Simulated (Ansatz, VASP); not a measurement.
Two plane-wave programs on Zr2Ta3O2

```
Zr Ta O
1.0
     5.58819    0.00000    0.00000
    -2.79410    4.83952    0.00000
     0.00000    0.00000    5.06488
Zr Ta O
2 3 2
Direct
  0.33333 0.66667 0.50000
  0.66667 0.33333 0.50000
  0.50000 0.00000 0.00000
  0.00000 0.50000 0.00000
  0.50000 0.50000 0.00000
  0.00000 0.00000 0.14612
  0.00000 0.00000 0.85388
```

Alike in both runs: functional PBE; k mesh 4 × 4 × 4; occupations gaussian, width 0.2 eV; no spin polarisation.

Ansatz relaxed the structure, and its values are those at the end. VASP's run is a single point on that final structure, the one shown.

```csv
,VASP,Ansatz
version,VASP 6.6.1,Ansatz 0.2.0
potentials or method,"VASP PAW PBE potentials, release 64 (Zr_sv, Ta_pv, O), cutoff 600 eV","scalar-relativistic, plane waves, PAW"
valence electrons in the cell,69,75
```

```tsv
	VASP	Ansatz	Ansatz less VASP
gap on the k mesh at the Fermi level (eV)	none	none	-
pressure (GPa)	0.1	0.1	-0.08
rms of the force components (eV/Å)	0.068	0.000	-0.0674
```

A gap of «none» marks a metal or a gap that the smearing closes. With one functional, cell and mesh, what is left measures potentials, basis and numerics. VASP's potentials hold 69 valence electrons a cell and Ansatz's 75, so a difference there can come from the potentials and not from the codes.

Neither program's run includes spin-orbit coupling.
